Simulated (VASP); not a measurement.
# LiHf3Si (P4mm) in VASP: further runs

Runs on LiHf3Si. Level: PBE. Tasks: single point, relaxation of cell and atoms.

All numbers are computed with VASP 6.6.1; they aren't measurements. Logs are shortened: lines on timing, memory, paths and dates and some standing lists are left out, and cuts for length are marked.

## (1) The cell of the first run

Symmetry: P4mm, No. 99, tetragonal system. The conventional cell has a = 4.175 Å, b = 4.175 Å, c = 4.227 Å, α = 90.00°, β = 90.00°, γ = 90.00°. Li (site symmetry 4mm) has 12 Hf at 2.93 to 3.02 Å and 8 Si at 3.59 to 3.67 Å within 3.9 Å. Hf (site symmetry 4mm) has 2 Si at 1.94 to 2.28 Å within 2.6 Å. Hf (site symmetry 2mm) has 2 Si at 2.09 Å within 2.8 Å. Within 2.6 Å of Si (site symmetry 4mm) lie 6 Hf at 1.94 to 2.28 Å.

## (2) Single point, PBE

Input file INCAR:

```
PREC = Accurate ; ENCUT = 520
EDIFF = 1E-6 ; ISMEAR = 0
SIGMA = 0.1 ; LREAL = F
LASPH = T ; NELM = 80
ALGO = Normal ; ISIF = 2
LWAVE = F ; LCHARG = F
GGA = PE ; NBANDS = 26
```

Input file KPOINTS:

```
regular mesh
0
Gamma
  4 4 4
```

Input file POSCAR:

```
LiHf3Si
1.0
    4.1745575600      0.0000000000      0.0000000000
    0.0000000000      4.1745575600      0.0000000000
    0.0000000000      0.0000000000      4.2268703113
Li Hf Si
1 3 1
Direct
    0.0000000000      0.0000000000      0.0000000000
    0.5000000000      0.5000000000      0.9750000000
    0.0000000000      0.5000000000      0.4850000000
    0.5000000000      0.0000000000      0.4850000000
    0.5000000000      0.5000000000      0.5150000000
```

Potentials or basis: VASP PAW PBE potentials, release 64 (Li_sv, Hf_pv, Si).

Started as:

```
$ cat potpaw_PBE.64/Li_sv/POTCAR potpaw_PBE.64/Hf_pv/POTCAR potpaw_PBE.64/Si/POTCAR > POTCAR
$ mpirun -np 1 vasp_std > vasp.out
```

OUTCAR:

```text
PREC = Accurate
   ENCUT = 520
   EDIFF = 1E-6
   ISMEAR = 0
   LREAL = F
   LASPH = T
   NELM = 80
   ISIF = 2
   GGA = PE

 ion  position               nearest neighbor table
   1  0.000  0.000  0.000-   3 2.93   4 2.93   3 2.93   4 2.93   2 2.95   2 2.95   2 2.95   2 2.95
                             3 3.02   4 3.02   4 3.02   3 3.02
   2  0.500  0.500  0.975-   5 1.94   5 2.28   4 2.94   3 2.94   4 2.94   3 2.94   1 2.95   1 2.95
                             1 2.95   1 2.95   3 3.00   4 3.00   4 3.00   3 3.00
   3  0.000  0.500  0.485-   5 2.09   5 2.09   1 2.93   1 2.93   2 2.94   2 2.94   4 2.95   4 2.95
                             4 2.95   4 2.95   2 3.00   2 3.00   1 3.02   1 3.02
   4  0.500  0.000  0.485-   5 2.09   5 2.09   1 2.93   1 2.93   2 2.94   2 2.94   3 2.95   3 2.95
                             3 2.95   3 2.95   2 3.00   2 3.00   1 3.02   1 3.02
   5  0.500  0.500  0.515-   2 1.94   3 2.09   4 2.09   4 2.09   3 2.09   2 2.28

  LATTYP: Found a simple tetragonal cell.
 ALAT       =     4.1745575600
 C/A-ratio  =     1.0125313283

  Lattice vectors:

 A1 = (   4.1745575600,   0.0000000000,   0.0000000000)
 A2 = (   0.0000000000,   4.1745575600,   0.0000000000)
 A3 = (   0.0000000000,   0.0000000000,   4.2268703113)

Analysis of symmetry for initial positions (statically):
=====================================================================
 Subroutine PRICEL returns:
 Original cell was already a primitive cell.

 Routine SETGRP: Setting up the symmetry group for a
 simple tetragonal supercell.

 Subroutine GETGRP returns: Found  8 space group operations
 (whereof  8 operations were pure point group operations)
 out of a pool of 16 trial point group operations.

The static configuration has the point symmetry C_4v.

Analysis of symmetry for dynamics (positions and initial velocities):
=====================================================================
 Subroutine PRICEL returns:
 Original cell was already a primitive cell.

 Routine SETGRP: Setting up the symmetry group for a
 simple tetragonal supercell.

 Subroutine GETGRP returns: Found  8 space group operations
 (whereof  8 operations were pure point group operations)
 out of a pool of 16 trial point group operations.

The dynamic configuration has the point symmetry C_4v.

 Subroutine INISYM returns: Found  8 space group operations
 (whereof  8 operations are pure point group operations),
 and found     1 'primitive' translations

----------------------------------------------------------------------------------------

                                     Primitive cell

  volume of cell :      73.6614

  direct lattice vectors                    reciprocal lattice vectors
     4.174557560  0.000000000  0.000000000     0.239546344  0.000000000  0.000000000
     0.000000000  4.174557560  0.000000000     0.000000000  0.239546344  0.000000000
     0.000000000  0.000000000  4.226870311     0.000000000  0.000000000  0.236581661

  length of vectors
     4.174557560  4.174557560  4.226870311     0.239546344  0.239546344  0.236581661

  position of ions in fractional coordinates (direct lattice)
     0.000000000  0.000000000  0.000000000
     0.500000000  0.500000000  0.975000000
     0.000000000  0.500000000  0.485000000
     0.500000000  0.000000000  0.485000000
     0.500000000  0.500000000  0.515000000

  ion indices of the primitive-cell ions
   primitive index   ion index
                 1           1
                 2           2
                 3           3
                 4           4
                 5           5

----------------------------------------------------------------------------------------

 KPOINTS: regular mesh

Automatic generation of k-mesh.
 Grid dimensions read from file:
 generate k-points for:    4    4    4

 Generating k-lattice:

  Cartesian coordinates                     Fractional coordinates (reciprocal lattice)
     0.059886586  0.000000000  0.000000000     0.250000000  0.000000000  0.000000000
     0.000000000  0.059886586  0.000000000     0.000000000  0.250000000  0.000000000
     0.000000000  0.000000000  0.059145415     0.000000000  0.000000000  0.250000000

  Length of vectors
     0.059886586  0.059886586  0.059145415

  Shift w.r.t. Gamma in fractional coordinates (k-lattice)
     0.000000000  0.000000000  0.000000000

 Subroutine IBZKPT returns following result:
 ===========================================

 Found     18 irreducible k-points:

 Following reciprocal coordinates:
            Coordinates               Weight
  0.000000  0.000000  0.000000      1.000000
  0.250000  0.000000  0.000000      4.000000
  0.500000  0.000000  0.000000      2.000000
  0.250000  0.250000  0.000000      4.000000
  0.500000  0.250000  0.000000      4.000000
  0.500000  0.500000  0.000000      1.000000
[... 10 lines left out ...]
  0.500000  0.250000  0.500000      4.000000
  0.500000  0.500000  0.500000      1.000000
   k-points           NKPTS =     18   k-points in BZ     NKDIM =     18   number of bands    NBANDS=     26
   number of dos      NEDOS =    301   number of ions     NIONS =      5
   total plane-waves  NPLWV =  32768
   dimension x,y,z NGX =    32 NGY =   32 NGZ =   32
   dimension x,y,z NGXF=    64 NGYF=   64 NGZF=   64
   ions per type =               1   3   1
   NGX,Y,Z   is equivalent  to a cutoff of  12.74, 12.74, 12.59 a.u.
   NGXF,Y,Z  is equivalent  to a cutoff of  25.49, 25.49, 25.17 a.u.
 SYSTEM =  unknown system
   PREC   = accura    normal or accurate (medium, high low for compatibility)
   ISTART =      0    job   : 0-new  1-cont  2-samecut
   ICHARG =      2    charge: 1-file 2-atom 10-const
   ISPIN  =      1    spin polarized calculation?
   LNONCOLLINEAR =      F non collinear calculations
   LSORBIT =      F    spin-orbit coupling
   LASPH  =      T    aspherical Exc in radial PAW
   ENCUT  =  520.0 eV  38.22 Ry    6.18 a.u.   7.76  7.76  7.86*2*pi/ulx,y,z
   NELM   =     80;   NELMIN=  2; NELMDL= -5     # of ELM steps
   EDIFF  = 0.1E-05   stopping-criterion for ELM
   LREAL  =      F    real-space projection
   EDIFFG = 0.1E-04   stopping-criterion for IOM
   NSW    =      0    number of steps for IOM
   IBRION =     -1    ionic relax: 0-MD 1-quasi-New 2-CG
   NFREE  =      0    steps in history (QN), initial steepest desc. (CG)
   ISIF   =      2    stress and relaxation
   ISYM   =      2    0-nonsym 1-usesym 2-fastsym
   POTIM  = 0.5000    time-step for ionic-motion
   TEBEG  =    0.0;   TEEND  =   0.0 temperature during run
   PSTRESS=    0.0 pullay stress
   NELECT =      37.0000    total number of electrons
   NUPDOWN=      -1.0000    fix difference up-down
   EMIN   =  10.00;   EMAX   =-10.00  energy-range for DOS
   EFERMI =   0.00;   METHOD = LEGACY
   ISMEAR =     0;   SIGMA  =   0.10  broadening in eV -4-tet -1-fermi 0-gaus
   EFERMI_NEDOS =   21; number of points for ismear=-14 and -15
   IALGO  =     38    algorithm
   IMIX   =      4    mixing-type and parameters
     AMIX     =   0.40;   BMIX     =  1.00
     AMIX_MAG =   1.60;   BMIX_MAG =  1.00
  volume/ion in A,a.u.               =      14.73        99.42
  Fermi-wavevector in a.u.,A,eV,Ry     =   1.301354  2.459203 23.041770  1.693522
  Thomas-Fermi vector in A             =   2.432493
   LORBIT       =      0    0 simple, 1 ext, 2 COOP (PROOUT), +10 PAW based schemes
   GGA     = PE    functional components
   LHFCALC =     F    Hartree Fock is set to
   AEXX    =    0.0000 exact exchange contribution
   IVDW    =     0    specifies the selected vdW correction
   LEPSILON=     F    determine dielectric tensor
   LRPA    =     F    only Hartree local field effects (RPA)
 non-spin polarized calculation
 Gauss-broadening in eV      SIGMA  =   0.10
  energy-cutoff  :      520.00
  volume of cell :       73.66
 maximum number of plane-waves:      2000
 NGX is ok and might be reduce to    32
   NGX = 15   NGY = 15   NGZ = 15

 number of electron      36.9999989 magnetization

 Free energy of the ion-electron system (eV)
  ---------------------------------------------------
  ext. energy  EPLUGINS =         0.00000000
  ---------------------------------------------------
  free energy    TOTEN  =       -24.60573760 eV

  energy without entropy =      -24.58457950  energy(sigma->0) =      -24.59515855

 E-fermi :   6.2458     XC(G=0): -11.7341

 val. band max:        6.2163684061   @ k =   0.5000   0.5000   0.0000
 cond. band min:       6.2469729378   @ k =   0.2500   0.0000   0.2500
 fundamental gap:      0.0306045317
 Fermi energy:         6.2458254363

 k-point     1 :       0.0000    0.0000    0.0000
  band No.  band energies     occupation
      1     -37.9451      2.00000
      2     -24.3350      2.00000
      3     -24.2428      2.00000
      4     -24.2428      2.00000
      5     -23.0027      2.00000
      6     -23.0027      2.00000
[... 18 lines left out ...]
     25      10.2249      0.00000
     26      12.1371      0.00000

 k-point     2 :       0.2500    0.0000    0.0000
  band No.  band energies     occupation
      1     -37.9452      2.00000
      2     -24.2945      2.00000
      3     -24.1754      2.00000
      4     -24.1404      2.00000
      5     -23.0722      2.00000
      6     -23.0313      2.00000
[... 18 lines left out ...]
     25       9.8937      0.00000
     26      12.6870      0.00000

 k-point     3 :       0.5000    0.0000    0.0000
  band No.  band energies     occupation
      1     -37.9453      2.00000
      2     -24.2426      2.00000
      3     -24.0972      2.00000
      4     -24.0051      2.00000
      5     -23.2603      2.00000
      6     -23.0985      2.00000
[... 398 lines left out ...]
 k-point    17 :       0.5000    0.2500    0.5000
  band No.  band energies     occupation
      1     -37.9451      2.00000
      2     -24.9841      2.00000
      3     -23.6376      2.00000
      4     -23.5876      2.00000
      5     -23.4525      2.00000
      6     -23.4522      2.00000
[... 18 lines left out ...]
     25      11.0874      0.00000
     26      11.7441      0.00000

 k-point    18 :       0.5000    0.5000    0.5000
  band No.  band energies     occupation
      1     -37.9448      2.00000
      2     -25.1907      2.00000
      3     -23.5935      2.00000
      4     -23.5865      2.00000
      5     -23.5865      2.00000
      6     -23.4916      2.00000
[... 18 lines left out ...]
     25      11.4867      0.00000
     26      11.6358      0.00000

------------------------ aborting loop because EDIFF is reached ----------------------------------------

  FORCE on cell =-STRESS in cart. coord.  units (eV):
  Direction    XX          YY          ZZ          XY          YZ          ZX
  --------------------------------------------------------------------------------------
  -------------------------------------------------------------------------------------
  Total       43.1165766     43.1165766     44.4099807      0.0000000     -0.0000000      0.0000000
  in kB      937.8103531    937.8103531    965.9426375      0.0000000     -0.0000000      0.0000000
  external PRESSURE =     947.1877812 kB  Pullay stress =       0.0000000 kB

 VOLUME and BASIS-vectors are now :
 -----------------------------------------------------------------------------
  energy-cutoff  :      520.00
  volume of cell :       73.66
      direct lattice vectors                 reciprocal lattice vectors
     4.174557560  0.000000000  0.000000000     0.239546344  0.000000000  0.000000000
     0.000000000  4.174557560  0.000000000     0.000000000  0.239546344  0.000000000
     0.000000000  0.000000000  4.226870311     0.000000000  0.000000000  0.236581661

 POSITION                                       TOTAL-FORCE (eV/Angst)
 -----------------------------------------------------------------------------------
      0.00000      0.00000      0.00000         0.000000     -0.000000     -0.346312
      2.08728      2.08728      4.12120         0.000000      0.000000     10.737744
      0.00000      2.08728      2.05003         0.000000     -0.000000     -0.968559
      2.08728      0.00000      2.05003         0.000000     -0.000000     -0.968559
      2.08728      2.08728      2.17684        -0.000000     -0.000000     -8.454315
 -----------------------------------------------------------------------------------
    total drift:                                0.000000     -0.000000     -0.000367

  FREE ENERGIE OF THE ION-ELECTRON SYSTEM (eV)
  ---------------------------------------------------
  free  energy   TOTEN  =       -24.6057375950 eV

  energy  without entropy=      -24.5845795014  energy(sigma->0) =      -24.59515855
```

It took 16 s on 1 thread of Intel Xeon Platinum 8488C (Sapphire Rapids), shared host; peak memory 0.19 GiB.

Results:

```
Free energy            : -24.6057 eV
Largest force          : 10.738 eV/Å
Band gap on the k mesh : zero (an odd number of electrons rules out a gap without spin polarisation)
```

Forces in eV/Å, atoms in the order of the input:
```
Li   0.000  0.000 -0.346
Hf   0.000  0.000 10.738
Hf   0.000  0.000 -0.969
Hf   0.000  0.000 -0.969
Si   0.000  0.000 -8.454
```

Levels at points of the mesh, in eV from the Fermi level:
| k point | band 16 | band 17 | band 18 | band 19 | band 20 | band 21 |
| --- | --- | --- | --- | --- | --- | --- |
| (0.00, 0.00, 0.00) | -1.65 | -1.58 | 1.33 | 1.53 | 1.53 | 2.87 |
| (0.50, 0.00, 0.00) | -1.16 | -1.15 | -1.11 | -0.89 | 0.61 | 2.19 |
| (0.50, 0.50, 0.00) | -1.08 | -1.08 | -0.59 | -0.03 | -0.03 | 1.78 |
| (0.00, 0.00, 0.50) | -1.53 | -1.53 | -0.66 | -0.66 | 0.57 | 2.02 |
| (0.50, 0.00, 0.50) | -1.09 | -1.07 | -0.58 | 0.05 | 0.06 | 1.61 |
| (0.50, 0.50, 0.50) | 0.93 | 0.93 | 0.95 | 1.26 | 1.26 | 1.47 |

Caveat: the k points lie up to 0.38 Å⁻¹ apart, too coarse for converged energies and pressures of a metal; the cutoff is under 1.25 times the usual one of these potentials, so pressure, stress and relaxed cells hold a basis-set (Pulay) error; spin-orbit coupling is left out, which moves the levels of the heavy elements; forces of over 1 eV/Å act on the atoms, so gaps and moduli don't describe the material at rest.

## (3) Relaxation of cell and atoms, PBE

Input file INCAR:

```
SYSTEM = LiHf3Si
PREC = Accurate
ENCUT = 600
EDIFF = 1E-7
ISMEAR = 0
SIGMA = 0.1
LREAL = .False.
LASPH = .True.
NELM = 60
ALGO = Normal
ISIF = 3
LWAVE = .False.
LCHARG = .False.
GGA = PE
IBRION = 2
NSW = 90
EDIFFG = -0.04
```

Input file KPOINTS:

```
regular mesh
0
Gamma
  4 4 4
  0 0 0
```

POSCAR is that of step 2.

Potentials or basis: VASP PAW PBE potentials, release 64 (Li_sv, Hf_pv, Si).

Started as:

```
$ cat potpaw_PBE.64/Li_sv/POTCAR potpaw_PBE.64/Hf_pv/POTCAR potpaw_PBE.64/Si/POTCAR > POTCAR
$ mpirun -np 1 vasp_std > vasp.out
```

Run time: 10 min. Hardware: 1 thread of Intel Xeon Platinum 8488C (Sapphire Rapids), shared host; peak memory 0.23 GiB.

The run converged. Its results:

```
Free energy                           : -35.0975 eV
Relaxed volume                        : 24.26 Å³/atom
Relaxed cell                          : a = 4.896 Å, b = 4.896 Å, c = 5.060 Å, α = 90.00°, β = 90.00°, γ = 90.00°
Space group after relaxing (to 0.1 Å) : P4mm (No. 99)
Energy gained by relaxing             : 2098.1 meV/atom
Ionic steps                           : 36
Pressure after relaxing               : 0.1 GPa
Largest force after relaxing          : 0.035 eV/Å
Band gap on the k mesh                : zero (an odd number of electrons rules out a gap without spin polarisation)
```

Forces on the atoms (eV/Å):
```
Li   0.000  0.000  0.035
Hf   0.000  0.000  0.021
Hf   0.000  0.000 -0.025
Hf   0.000  0.000 -0.025
Si   0.000  0.000 -0.005
```

The path:
| step | energy change (eV) | largest force (eV/Å) | pressure (GPa) | volume (Å³) |
| --- | --- | --- | --- | --- |
| 1 | 0.0000 | 10.7375 | 94.71 | 73.66 |
| 2 | -0.2274 | 16.3935 | -4.12 | 210.97 |
| 3 | -8.1745 | 11.7524 | 9.51 | 116.56 |
| 4 | -6.1084 | 1.3966 | -13.06 | 180.89 |
| 5 | -9.9217 | 0.9909 | -7.36 | 135.90 |
| 6 | -10.0266 | 1.6585 | -5.80 | 132.49 |
| 7 | -10.0588 | 2.4791 | -3.96 | 129.16 |
| 8 | -10.3926 | 0.8690 | 2.43 | 117.64 |
| 9 | -10.3939 | 0.9925 | 2.01 | 118.22 |
| 10 | -10.4213 | 0.7225 | -0.30 | 121.24 |
| 11 | -10.4307 | 0.2017 | 0.41 | 120.21 |
| 12 | -10.4325 | 0.1014 | -0.11 | 120.98 |
| 13 | -10.4325 | 0.0974 | -0.10 | 120.96 |
| 14 | -10.4333 | 0.1030 | -0.09 | 120.95 |
| 15 | -10.4356 | 0.1196 | -0.06 | 120.92 |
| 16 | -10.4403 | 0.1509 | 0.00 | 120.85 |
| 17 | -10.4495 | 0.2047 | 0.12 | 120.73 |
| 18 | -10.4605 | 0.2657 | 0.41 | 120.48 |
| 19 | -10.4609 | 0.2620 | 0.41 | 120.49 |
| 20 | -10.4618 | 0.2512 | 0.40 | 120.51 |
| 21 | -10.4635 | 0.2296 | 0.38 | 120.54 |
| 22 | -10.4666 | 0.1888 | 0.35 | 120.61 |
| 23 | -10.4710 | 0.1544 | 0.29 | 120.75 |
| 24 | -10.4705 | 0.1558 | 0.21 | 121.02 |
| 25 | -10.4725 | 0.1413 | 0.25 | 120.87 |
| 26 | -10.4754 | 0.1342 | 0.19 | 120.95 |
| 27 | -10.4811 | 0.1294 | 0.01 | 121.19 |
| 28 | -10.4793 | 0.1426 | -0.30 | 121.67 |
| 29 | -10.4825 | 0.1257 | -0.12 | 121.38 |
| 30 | -10.4829 | 0.1223 | -0.07 | 121.31 |
| 31 | -10.4840 | 0.1123 | 0.09 | 121.11 |
| 32 | -10.4850 | 0.1163 | 0.42 | 120.69 |
| 33 | -10.4853 | 0.1107 | 0.40 | 120.72 |
| 34 | -10.4864 | 0.0940 | 0.35 | 120.80 |
| 35 | -10.4881 | 0.0656 | 0.26 | 120.96 |
| 36 | -10.4904 | 0.0349 | 0.08 | 121.28 |

Final structure:
```
Li Hf Si
1.0
     4.89586    0.00000    0.00000
     0.00000    4.89586    0.00000
     0.00000    0.00000    5.05981
Li Hf Si
1 3 1
Direct
  0.00000 0.00000 0.97904
  0.50000 0.50000 0.04681
  0.00000 0.50000 0.44275
  0.50000 0.00000 0.44275
  0.50000 0.50000 0.54865
```

Levels at points of the mesh, in eV from the Fermi level:
| k point | band 14 | band 15 | band 16 | band 17 | band 18 | band 19 | band 20 | band 21 | band 22 |
| --- | --- | --- | --- | --- | --- | --- | --- | --- | --- |
| (0.00, 0.00, 0.00) | -1.48 | -1.48 | -1.16 | -0.95 | -0.64 | -0.28 | -0.28 | 2.55 | 2.67 |
| (0.50, 0.00, 0.00) | -1.71 | -1.70 | -1.08 | -0.72 | -0.47 | -0.45 | 0.56 | 1.11 | 1.62 |
| (0.50, 0.50, 0.00) | -1.97 | -1.08 | -0.73 | -0.73 | -0.07 | 0.66 | 0.66 | 0.75 | 1.35 |
| (0.00, 0.00, 0.50) | -1.67 | -1.67 | -1.06 | -0.96 | -0.31 | -0.31 | 0.20 | 1.74 | 2.10 |
| (0.50, 0.00, 0.50) | -2.14 | -1.15 | -0.89 | -0.42 | -0.10 | 0.14 | 0.51 | 0.85 | 1.40 |
| (0.50, 0.50, 0.50) | -4.15 | -1.37 | 0.04 | 0.04 | 0.12 | 0.60 | 0.94 | 1.15 | 1.15 |

Caveat: the k points lie up to 0.32 Å⁻¹ apart in the final cell, too coarse for converged energies and pressures of a metal; the cutoff is under 1.25 times the usual one of these potentials, so pressure, stress and relaxed cells hold a basis-set (Pulay) error; the volume moved by over 15 % at a fixed basis, so the end points are rough; spin-orbit coupling is left out, which moves the levels of the heavy elements.
